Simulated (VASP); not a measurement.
# BAs (F-43m) in VASP: further runs, part 2 of 2

VASP 6.6.1. The steps go on from the part before.

## 4. Single point, r2SCAN

This run uses another cell than the first one, of 13.68 Å³/atom, 1.062 times its volume.

The input, POSCAR:

```
BAs
1.0
    0.0000000000      2.3918676041      2.3918676041
    2.3918676041      0.0000000000      2.3918676041
    2.3918676041      2.3918676041      0.0000000000
B As
1 1
Direct
    0.0000000000      0.0000000000      0.0000000000
    0.2500000000      0.2500000000      0.2500000000
```

The input, INCAR.step1:

```
ALGO     = Normal         # electronic algorithm
EDIFF    = 1E-4           # SCF threshold, eV
ENCUT    = 520            # plane-wave cutoff, eV
GGA      = PE             # functional
ISMEAR   = 0              # smearing method
LASPH    = T              # aspherical terms in the spheres
LCHARG   = F              # write CHGCAR
LREAL    = F              # projectors in reciprocal space
LWAVE    = T              # write WAVECAR
NBANDS   = 11             # bands
NELM     = 80             # most SCF steps
PREC     = Accurate       # precision mode
SIGMA    = 0.01           # smearing width, eV
```

The input, INCAR.step2:

```
ALGO     = Normal         # electronic algorithm
EDIFF    = 1E-6           # SCF threshold, eV
ENCUT    = 520            # plane-wave cutoff, eV
ISIF     = 2              # what is computed and relaxed
ISMEAR   = 0              # smearing method
ISTART   = 1            
LASPH    = T              # aspherical terms in the spheres
LCHARG   = F              # write CHGCAR
LMIXTAU  = T            
LREAL    = F              # projectors in reciprocal space
LWAVE    = F              # write WAVECAR
METAGGA  = R2SCAN         # meta-GGA
NBANDS   = 11             # bands
NELM     = 80             # most SCF steps
PREC     = Accurate       # precision mode
SIGMA    = 0.01           # smearing width, eV
```

The input, KPOINTS:

```
k-points
0
Gamma
  10 10 10
```

On the command line:

```console
$ cat potpaw_PBE.64/B/POTCAR potpaw_PBE.64/As/POTCAR > POTCAR
$ cp INCAR.step1 INCAR
$ mpirun -np 1 vasp_std > vasp.out
$ cp INCAR.step2 INCAR
$ mpirun -np 1 vasp_std > vasp.out
```

Run time: 32 s. Hardware: 1 thread of Intel Xeon 6975P-C (Granite Rapids), shared host; peak memory 0.16 GiB.

Results (log left out):

- Free energy: -22.2561 eV
- Pressure: 0.3 GPa
- Band gap on the k mesh: 1.37 eV, indirect (least direct gap 3.44 eV)

Levels at points of the mesh, in eV from the valence-band top:
| k point | band 1 | band 2 | band 3 | band 4 | band 5 | band 6 | band 7 | band 8 |
| --- | --- | --- | --- | --- | --- | --- | --- | --- |
| (0.00, 0.00, 0.00) | -16.12 | 0.00 | 0.00 | 0.00 | 3.44 | 3.44 | 3.44 | 5.10 |
| (0.50, 0.00, 0.00) | -13.11 | -9.21 | -1.93 | -1.93 | 2.95 | 5.05 | 5.05 | 9.57 |
| (0.50, 0.50, 0.00) | -11.68 | -9.04 | -4.29 | -4.29 | 1.62 | 1.70 | 12.12 | 12.12 |

Caveat: the PAW data sets were made with another functional, which shifts forces and pressure a little. r2SCAN opens gaps a little over a GGA but as a rule still falls short of measured ones.

## 5. Single point, r2SCAN (strain +1.0%)

The input, POSCAR:

```
BAs
1.0
    0.0000000000      2.4157862801      2.4157862801
    2.4157862801      0.0000000000      2.4157862801
    2.4157862801      2.4157862801      0.0000000000
B As
1 1
Direct
    0.0000000000      0.0000000000      0.0000000000
    0.2500000000      0.2500000000      0.2500000000
```

The input, INCAR.step1:

```
PREC = Accurate
ENCUT = 520
ISMEAR = 0
SIGMA = 0.01
LREAL = False
LASPH = True
NELM = 80
NBANDS = 11
GGA = PE
ALGO = Normal
EDIFF = 1E-4
LWAVE = True
LCHARG = False
```

The input, INCAR.step2:

```
PREC = Accurate
ENCUT = 520
EDIFF = 1E-6
ISMEAR = 0
SIGMA = 0.01
LREAL = False
LASPH = True
NELM = 80
ALGO = Normal
ISIF = 2
LWAVE = False
LCHARG = True
METAGGA = R2SCAN
LMIXTAU = True
LELF = True
LVHAR = True
NBANDS = 11
ISTART = 1
```

The input, KPOINTS:

```
Automatic mesh
0
Gamma
  10 10 10
```

On the command line:

```console
$ cat potpaw_PBE.64/B/POTCAR potpaw_PBE.64/As/POTCAR > POTCAR
$ cp INCAR.step1 INCAR
$ mpirun -np 1 vasp_std > vasp.out
$ cp INCAR.step2 INCAR
$ mpirun -np 1 vasp_std > vasp.out
```

Run time: 38 s. Hardware: 1 thread of Intel Xeon 6975P-C (Granite Rapids), shared host; peak memory 0.16 GiB.

It converged, with:

```
Free energy            : -22.2470 eV
Pressure               : -3.8 GPa
Band gap on the k mesh : 1.41 eV, indirect (least direct gap 3.41 eV)
```

Levels at points of the mesh, in eV from the valence-band top:
```tsv
k point	band 2	band 3	band 4	band 5	band 6	band 7
(0.00, 0.00, 0.00)	0.00	0.00	0.00	3.41	3.41	3.41
(0.50, 0.00, 0.00)	-8.99	-1.88	-1.88	2.77	5.02	5.02
(0.50, 0.50, 0.00)	-8.87	-4.16	-4.16	1.65	1.72	11.82
```

Caveat: the cell differs from its parent crystal (strain +1.0%); the PAW data sets were made with another functional, which shifts forces and pressure a little. A k mesh can miss the band edges.

## 6. Single point, r2SCAN (strain +2.0%)

The input, POSCAR:

```
BAs
1.0
    0.0000000000      2.4397049562      2.4397049562
    2.4397049562      0.0000000000      2.4397049562
    2.4397049562      2.4397049562      0.0000000000
B As
1 1
Direct
    0.0000000000      0.0000000000      0.0000000000
    0.2500000000      0.2500000000      0.2500000000
```

The input, INCAR.step1:

```
  PREC = Accurate
  ENCUT = 520
  ISMEAR = 0
  SIGMA = 0.01
  LREAL = False
  LASPH = True
  NELM = 60
  NBANDS = 11
  GGA = PE
  ALGO = Normal
  EDIFF = 1E-4
  LWAVE = True
  LCHARG = False
```

The input, INCAR.step2:

```
  PREC = Accurate
  ENCUT = 520
  EDIFF = 1E-6
  ISMEAR = 0
  SIGMA = 0.01
  LREAL = False
  LASPH = True
  NELM = 60
  ALGO = Normal
  ISIF = 2
  LWAVE = False
  LCHARG = False
  METAGGA = R2SCAN
  LMIXTAU = True
  NBANDS = 11
  ISTART = 1
```

KPOINTS is that of step 5.

Potentials or basis: VASP PAW PBE potentials, release 64 (B, As).

On the command line:

```console
$ cat potpaw_PBE.64/B/POTCAR potpaw_PBE.64/As/POTCAR > POTCAR
$ cp INCAR.step1 INCAR
$ mpirun -np 1 vasp_std > vasp.out
$ cp INCAR.step2 INCAR
$ mpirun -np 1 vasp_std > vasp.out
```

OUTCAR:

```text
PREC = Accurate
   ENCUT = 520
   EDIFF = 1E-6
   ISMEAR = 0
   LREAL = False
   LASPH = True
   NELM = 60
   ISIF = 2
   METAGGA = R2SCAN
   ISTART = 1

 ion  position               nearest neighbor table
   1  0.000  0.000  0.000-   2 2.11   2 2.11   2 2.11   2 2.11
   2  0.250  0.250  0.250-   1 2.11   1 2.11   1 2.11   1 2.11

  LATTYP: Found a face centered cubic cell.
 ALAT       =     4.8794099124

  Lattice vectors:

 A1 = (   0.0000000000,   2.4397049562,   2.4397049562)
 A2 = (   2.4397049562,   0.0000000000,   2.4397049562)
 A3 = (   2.4397049562,   2.4397049562,   0.0000000000)

Analysis of symmetry for initial positions (statically):
=====================================================================
 Subroutine PRICEL returns:
 Original cell was already a primitive cell.

 Routine SETGRP: Setting up the symmetry group for a
 face centered cubic supercell.

 Subroutine GETGRP returns: Found 24 space group operations
 (whereof 24 operations were pure point group operations)
 out of a pool of 48 trial point group operations.

The static configuration has the point symmetry T_d .

Analysis of symmetry for dynamics (positions and initial velocities):
=====================================================================
 Subroutine PRICEL returns:
 Original cell was already a primitive cell.

 Routine SETGRP: Setting up the symmetry group for a
 face centered cubic supercell.

 Subroutine GETGRP returns: Found 24 space group operations
 (whereof 24 operations were pure point group operations)
 out of a pool of 48 trial point group operations.

The dynamic configuration has the point symmetry T_d .

 Subroutine INISYM returns: Found 24 space group operations
 (whereof 24 operations are pure point group operations),
 and found     1 'primitive' translations

----------------------------------------------------------------------------------------

                                     Primitive cell

  volume of cell :      29.0430

  direct lattice vectors                    reciprocal lattice vectors
     0.000000000  2.439704956  2.439704956    -0.204942814  0.204942814  0.204942814
     2.439704956  0.000000000  2.439704956     0.204942814 -0.204942814  0.204942814
     2.439704956  2.439704956  0.000000000     0.204942814  0.204942814 -0.204942814

  length of vectors
     3.450263837  3.450263837  3.450263837     0.354971367  0.354971367  0.354971367

  position of ions in fractional coordinates (direct lattice)
     0.000000000  0.000000000  0.000000000
     0.250000000  0.250000000  0.250000000

  ion indices of the primitive-cell ions
   primitive index   ion index
                 1           1
                 2           2

----------------------------------------------------------------------------------------

 KPOINTS: Automatic mesh

Automatic generation of k-mesh.
 Grid dimensions read from file:
 generate k-points for:   10   10   10

 Generating k-lattice:

  Cartesian coordinates                     Fractional coordinates (reciprocal lattice)
    -0.020494281  0.020494281  0.020494281     0.100000000  0.000000000  0.000000000
     0.020494281 -0.020494281  0.020494281     0.000000000  0.100000000  0.000000000
     0.020494281  0.020494281 -0.020494281     0.000000000  0.000000000  0.100000000

  Length of vectors
     0.035497137  0.035497137  0.035497137

  Shift w.r.t. Gamma in fractional coordinates (k-lattice)
     0.000000000  0.000000000  0.000000000

 Subroutine IBZKPT returns following result:
 ===========================================

 Found     47 irreducible k-points:

 Following reciprocal coordinates:
            Coordinates               Weight
  0.000000  0.000000  0.000000      1.000000
  0.100000  0.000000  0.000000      8.000000
  0.200000  0.000000  0.000000      8.000000
  0.300000  0.000000  0.000000      8.000000
  0.400000  0.000000  0.000000      8.000000
  0.500000  0.000000  0.000000      4.000000
[... 16 lines left out ...]
  0.300000  0.300000  0.000000      6.000000
  0.400000  0.300000  0.000000     24.000000
 [... further k-points ...]
   k-points           NKPTS =     47   k-points in BZ     NKDIM =     47   number of bands    NBANDS=     11
   number of dos      NEDOS =    301   number of ions     NIONS =      2
   total plane-waves  NPLWV =  21952
   dimension x,y,z NGX =    28 NGY =   28 NGZ =   28
   dimension x,y,z NGXF=    56 NGYF=   56 NGZF=   56
   ions per type =               1   1
   NGX,Y,Z   is equivalent  to a cutoff of  13.49, 13.49, 13.49 a.u.
   NGXF,Y,Z  is equivalent  to a cutoff of  26.98, 26.98, 26.98 a.u.
 SYSTEM =  unknown system
   PREC   = accura    normal or accurate (medium, high low for compatibility)
   ISTART =      1    job   : 0-new  1-cont  2-samecut
   ICHARG =      0    charge: 1-file 2-atom 10-const
   ISPIN  =      1    spin polarized calculation?
   LNONCOLLINEAR =      F non collinear calculations
   LSORBIT =      F    spin-orbit coupling
   LASPH  =      T    aspherical Exc in radial PAW
   ENCUT  =  520.0 eV  38.22 Ry    6.18 a.u.   6.42  6.42  6.42*2*pi/ulx,y,z
   NELM   =     60;   NELMIN=  2; NELMDL=  0     # of ELM steps
   EDIFF  = 0.1E-05   stopping-criterion for ELM
   LREAL  =      F    real-space projection
   EDIFFG = 0.1E-04   stopping-criterion for IOM
   NSW    =      0    number of steps for IOM
   IBRION =     -1    ionic relax: 0-MD 1-quasi-New 2-CG
   NFREE  =      0    steps in history (QN), initial steepest desc. (CG)
   ISIF   =      2    stress and relaxation
   ISYM   =      2    0-nonsym 1-usesym 2-fastsym
   POTIM  = 0.5000    time-step for ionic-motion
   TEBEG  =    0.0;   TEEND  =   0.0 temperature during run
   PSTRESS=    0.0 pullay stress
   NELECT =       8.0000    total number of electrons
   NUPDOWN=      -1.0000    fix difference up-down
   EMIN   =  10.00;   EMAX   =-10.00  energy-range for DOS
   EFERMI =   0.00;   METHOD = LEGACY
   ISMEAR =     0;   SIGMA  =   0.01  broadening in eV -4-tet -1-fermi 0-gaus
   EFERMI_NEDOS =   21; number of points for ismear=-14 and -15
   IALGO  =     38    algorithm
   IMIX   =      4    mixing-type and parameters
     AMIX     =   0.40;   BMIX     =  1.00
     AMIX_MAG =   1.60;   BMIX_MAG =  1.00
  volume/ion in A,a.u.               =      14.52        98.00
  Fermi-wavevector in a.u.,A,eV,Ry     =   1.065183  2.012904 15.437369  1.134615
  Thomas-Fermi vector in A             =   2.200726
   LORBIT       =      0    0 simple, 1 ext, 2 COOP (PROOUT), +10 PAW based schemes
   METAGGA = R2SCAN    functional components
   LHFCALC =     F    Hartree Fock is set to
   AEXX    =    0.0000 exact exchange contribution
   IVDW    =     0    specifies the selected vdW correction
   LEPSILON=     F    determine dielectric tensor
   LRPA    =     F    only Hartree local field effects (RPA)
 non-spin polarized calculation
 Gauss-broadening in eV      SIGMA  =   0.01
  energy-cutoff  :      520.00
  volume of cell :       29.04
 maximum number of plane-waves:       801
 NGX is ok and might be reduce to    28
   NGX = 13   NGY = 13   NGZ = 13

 number of electron       7.9999999 magnetization

 Free energy of the ion-electron system (eV)
  ---------------------------------------------------
  ext. energy  EPLUGINS =         0.00000000
  ---------------------------------------------------
  free energy    TOTEN  =       -22.21781799 eV

  energy without entropy =      -22.21781799  energy(sigma->0) =      -22.21781799

 E-fermi :   5.3723     XC(G=0): -10.8475

 val. band max:        5.3308219353   @ k =   0.0000   0.0000   0.0000
 cond. band min:       6.7660112731   @ k =   0.4000   0.4000   0.0000
 fundamental gap:      1.4351893378
 Fermi energy:         5.3722723990

 k-point     1 :       0.0000    0.0000    0.0000
  band No.  band energies     occupation
      1     -10.2390      2.00000
      2       5.3308      2.00000
      3       5.3308      2.00000
      4       5.3308      2.00000
      5       8.7073      0.00000
      6       8.7073      0.00000
      7       8.7073      0.00000
      8       9.6465      0.00000
      9      15.3729      0.00000
     10      18.5279      0.00000
     11      18.5279      0.00000
[... 309 lines left out ...]
 k-point    24 :       0.4000    0.3000    0.0000
  band No.  band energies     occupation
      1      -7.6278      2.00000
      2      -1.3244      2.00000
      3       1.4177      2.00000
      4       1.8835      2.00000
      5       7.2696      0.00000
      6       9.0057      0.00000
      7      14.2882      0.00000
      8      14.5539      0.00000
      9      17.7004      0.00000
     10      21.2751      0.00000
     11      21.5048      0.00000

 [... further k-points ...]
[... 5 lines left out ...]
  --------------------------------------------------------------------------------------
  -------------------------------------------------------------------------------------
  Total       -1.3187488     -1.3187488     -1.3187488      0.0000000      0.0000000      0.0000000
  in kB      -72.7496221    -72.7496221    -72.7496221      0.0000000      0.0000000      0.0000000
  external PRESSURE =     -72.7496221 kB  Pullay stress =       0.0000000 kB

 VOLUME and BASIS-vectors are now :
 -----------------------------------------------------------------------------
  energy-cutoff  :      520.00
  volume of cell :       29.04
      direct lattice vectors                 reciprocal lattice vectors
     0.000000000  2.439704956  2.439704956    -0.204942814  0.204942814  0.204942814
     2.439704956  0.000000000  2.439704956     0.204942814 -0.204942814  0.204942814
     2.439704956  2.439704956  0.000000000     0.204942814  0.204942814 -0.204942814

 POSITION                                       TOTAL-FORCE (eV/Angst)
 -----------------------------------------------------------------------------------
      0.00000      0.00000      0.00000         0.000000      0.000000      0.000000
      1.21985      1.21985      1.21985        -0.000000     -0.000000     -0.000000
 -----------------------------------------------------------------------------------
    total drift:                               -0.000000     -0.000000      0.000000

  FREE ENERGIE OF THE ION-ELECTRON SYSTEM (eV)
  ---------------------------------------------------
  free  energy   TOTEN  =       -22.2178179904 eV

  energy  without entropy=      -22.2178179904  energy(sigma->0) =      -22.21781799
```

OSZICAR.step1:

```text
N       E                     dE             d eps       ncg     rms          rms(c)
DAV:   1     0.112489355133E+02    0.11249E+02   -0.38314E+03  1034   0.644E+02
DAV:   2    -0.112537301449E+02   -0.22503E+02   -0.21714E+02  1398   0.996E+01
DAV:   3    -0.119184367530E+02   -0.66471E+00   -0.66373E+00  1313   0.162E+01
DAV:   4    -0.119200940215E+02   -0.16573E-02   -0.16572E-02  1138   0.948E-01
DAV:   5    -0.119200968774E+02   -0.28559E-05   -0.28558E-05  1262   0.412E-02    0.450E+00
DAV:   6    -0.114477287498E+02    0.47237E+00   -0.13978E+00  1097   0.463E+00    0.220E+00
DAV:   7    -0.114023234573E+02    0.45405E-01   -0.14860E-01  1201   0.191E+00    0.933E-01
DAV:   8    -0.113964642115E+02    0.58592E-02   -0.18647E-02  1157   0.766E-01    0.920E-02
DAV:   9    -0.113967660156E+02   -0.30180E-03   -0.79575E-04  1166   0.156E-01    0.521E-02
DAV:  10    -0.113969262223E+02   -0.16021E-03   -0.19637E-04  1075   0.846E-02    0.115E-02
DAV:  11    -0.113969326211E+02   -0.63988E-05   -0.58294E-06   547   0.162E-02
   1 F= -.11396933E+02 E0= -.11396933E+02  d E =-.123275E-14
```

Run time: 42 s. Hardware: 1 thread of Intel Xeon 6975P-C (Granite Rapids), shared host; peak memory 0.17 GiB.

What came out:

```
Free energy            : -22.2178 eV
Pressure               : -7.3 GPa
Band gap on the k mesh : 1.44 eV, indirect (least direct gap 3.38 eV)
```

Levels at points of the mesh, in eV from the valence-band top:
```csv
k point,band 1,band 2,band 3,band 4,band 5,band 6,band 7,band 8,band 9
"(0.00, 0.00, 0.00)",-15.57,0.00,0.00,0.00,3.38,3.38,3.38,4.32,10.04
"(0.50, 0.00, 0.00)",-12.78,-8.77,-1.82,-1.82,2.60,4.99,4.99,9.42,13.14
"(0.50, 0.50, 0.00)",-11.45,-8.70,-4.04,-4.04,1.69,1.75,11.54,11.54,13.28
```

Caveat: the cell differs from its parent crystal (strain +2.0%); the PAW data sets were made with another functional, which shifts forces and pressure a little.

## 7. Overview

```tsv
cell	gap on the mesh (eV)	pressure (GPa)
a = 3.315 Å, angles 60.0°, 2 atoms	1.31	10.1
a = 3.349 Å, angles 60.0°, 2 atoms	1.34	4.8
a = 3.383 Å, angles 60.0°, 2 atoms	1.37	0.3
a = 3.416 Å, angles 60.0°, 2 atoms	1.41	-3.8
a = 3.450 Å, angles 60.0°, 2 atoms	1.44	-7.3
```

Alike in all rows: task single point; level r2SCAN; potentials or basis VASP PAW PBE potentials, release 64 (B, As); no spin polarisation; k mesh 10 × 10 × 10; cutoff (eV) 520; smearing gaussian 0.01 eV.

Caveats: the PAW data sets were made with another functional, which shifts forces and pressure a little.

Total energies depend on the potentials used, so only differences within one code and one set of settings carry meaning.
